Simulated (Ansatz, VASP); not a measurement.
## I in VASP and in Ansatz

Contents of INCAR:

```
PREC = Accurate ; ENCUT = 520
EDIFF = 1E-6 ; ISMEAR = -1
SIGMA = 0.05 ; LREAL = F
LASPH = T ; NELM = 60
ALGO = Normal ; ISIF = 2
LWAVE = F ; LCHARG = F
GGA = CA ; NBANDS = 10
```

File KPOINTS:

```
Automatic mesh
0
Gamma
  9 9 9
```

Contents of POSCAR:

```
I
1.0
    0.0000000000      2.3656004428      3.9098401324
    2.1922454667      0.0000000000      3.9098401324
    2.1922454667      2.3656004428      0.0000000000
I
1
Direct
    0.0000000000      0.0000000000      0.0000000000
```

input.yaml

```yaml
crystal:
  lattice:
    - [0.0, 2.3656004428, 3.9098401324]
    - [2.1922454667, 0.0, 3.9098401324]
    - [2.1922454667, 2.3656004428, 0.0]
  atoms:
    - { symbol: I, position: [0.0, 0.0, 0.0] }
kpoints:
  mp_grid: { grid: [9, 9, 9] }
  band_path:
    path:
      - [0.0, 0.0, 0.0]
      - [0.5, 0.0, 0.5]
      - [0.5, 0.1138942365, 0.6138942365]
      - [0.0504161431, 0.5, 0.5504161431]
      - [0.0, 0.5, 0.5]
      - [0.0, 0.0, 0.0]
      - [0.5, 0.5, 0.0]
      - [0.9495838569, 0.5, 0.4495838569]
    npoints: 12
scf:
  occupations: { method: fermi_dirac, width: 0.05 }
hamiltonian:
  xc: lda
  pseudopotentials: { kind: all_electron, lapw: { basis_error: 0.001 } }
output:
  forces: true
  stress: true
  eigenvalues: true
```

Alike in both runs: functional LDA; k mesh 9 × 9 × 9; occupations fermi-dirac, width 0.05 eV; no spin polarisation.

|  | VASP | Ansatz |
| --- | --- | --- |
| version | VASP 6.6.1 | Ansatz 0.2.0 |
| potentials or method | VASP PAW LDA potentials, release 64 (I), cutoff 520 eV | all-electron LAPW, scalar-relativistic |
| task | single point | band structure |

```csv
,VASP,Ansatz,Ansatz less VASP
gap on the k mesh at the Fermi level (eV),none,none,-
pressure (GPa),-2.3,-2.3,+0.01
"traceless stress, the component that is largest in VASP (GPa)",1.20,1.20,-0.001
```

LDA's correlation is that of Perdew and Zunger in VASP and of Perdew and Wang (1992) in Ansatz. A gap of «none» marks a metal or a gap that the smearing closes. Ansatz ran all-electron here, and VASP with PAW potentials.

Spin-orbit coupling is off throughout.
